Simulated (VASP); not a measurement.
CuO, 4 atoms in the cell. The typed cell holds 4 atoms: a = 2.903 Å, b = 2.845 Å, c = 5.273 Å, α = 89.71°, β = 91.14°, γ = 88.70°. 

```yaml
Program: VASP 6.6.1
Task: single point
Functional: PBEsol
Potentials_or_basis: VASP PAW PBE potentials, release 64 (Cu, O)
Cutoff: 520 eV
k_mesh: 4 × 4 × 2
Occupations: gaussian, width 0.1 eV
Spin: no spin polarisation
Dipole_correction: no
Further_INCAR_settings: ALGO = Normal; EDIFF = 1e-06; NBANDS = 25
```

Potentials or basis: VASP PAW PBE potentials, release 64 (Cu, O).

The run is started by

```bash
$ cat potpaw_PBE.64/Cu/POTCAR potpaw_PBE.64/O/POTCAR > POTCAR
$ mpirun -np 1 vasp_std > vasp.out
```

Hardware: 1 thread of Intel(R) Xeon(R) Platinum 8488C (Sapphire Rapids), with other jobs on the host.

**Question.** How long does it take, and how much memory?

**Answer.** It took 21 s on 1 thread of Intel(R) Xeon(R) Platinum 8488C (Sapphire Rapids), on a shared host, peak memory 0.16 GiB. Counts: scf iterations 17, k points 20.
